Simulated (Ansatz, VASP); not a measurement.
One calculation of SiC, two programs

```
CELL_PARAMETERS angstrom
0.00000 2.21903 2.21903
2.21903 0.00000 2.21903
2.19551 2.19551 0.02352
ATOMIC_POSITIONS crystal
Si 0.00000 0.00000 0.00000
C 0.75000 0.75000 0.75000
```

Alike in both runs: task single point; functional PBE; k mesh 12 × 12 × 12; occupations gaussian, width 0.05 eV; no spin polarisation.

```csv
,VASP,Ansatz
version,VASP 6.6.1,Ansatz 0.2.0
potentials or method,"VASP PAW PBE potentials, release 64 (Si, C), cutoff 520 eV","scalar-relativistic, plane waves, PAW"
valence electrons in the cell,8,8
```

Ansatz gave:

```
gap on the k mesh at the Fermi level (eV)                     : 1.34
least direct gap on the mesh (eV)                             : 4.42
pressure (GPa)                                                : -4.7
traceless stress, the component that is largest in VASP (GPa) : 2.67
rms of the force components (eV/Å)                            : 0.075
```

**Question.** What did VASP give for the same quantities?

**Answer.** gap on the k mesh at the Fermi level (eV): 1.33; least direct gap on the mesh (eV): 4.42; pressure (GPa): -4.8; traceless stress, the component that is largest in VASP (GPa): 2.68; rms of the force components (eV/Å): 0.075.

Atom by atom the forces differ by 0.000 eV/Å (rms over components). The functional is the same, so the differences come from potentials, cutoffs and numerics.
